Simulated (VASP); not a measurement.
Pt:

```
Pt
1.0
     0.00000    1.98578    1.98578
     1.98578    0.00000    1.98578
     1.98578    1.98578    0.00000
Pt
1
Cartesian
  0.0000 0.0000 0.0000
```

Base run:

| Item | Value |
| --- | --- |
| Program | VASP 6.6.1 |
| Functional | PBE |
| Potentials or basis | VASP PAW PBE potentials, release 64 (Pt) |
| Cutoff | 520 eV |
| k mesh | 14 × 14 × 14 |
| Occupations | methfessel-paxton, width 1 eV |
| Spin | no spin polarisation |

Its results: band gap on the k mesh zero (band 5 reaches 11.01 eV, above the bottom of band 6 at 8.91 eV); pressure -0.3 GPa.

Problem. The run is repeated on the same cell with these changes: occupations from methfessel-paxton, width 1 eV to fermi-dirac, width 0.03 eV. What comes out?

Solution. Band gap on the k mesh zero (band 5 reaches 11.01 eV, above the bottom of band 6 at 8.91 eV); pressure -1.0 GPa.

Caveats: spin-orbit coupling is left out, which moves the levels of the heavy elements.
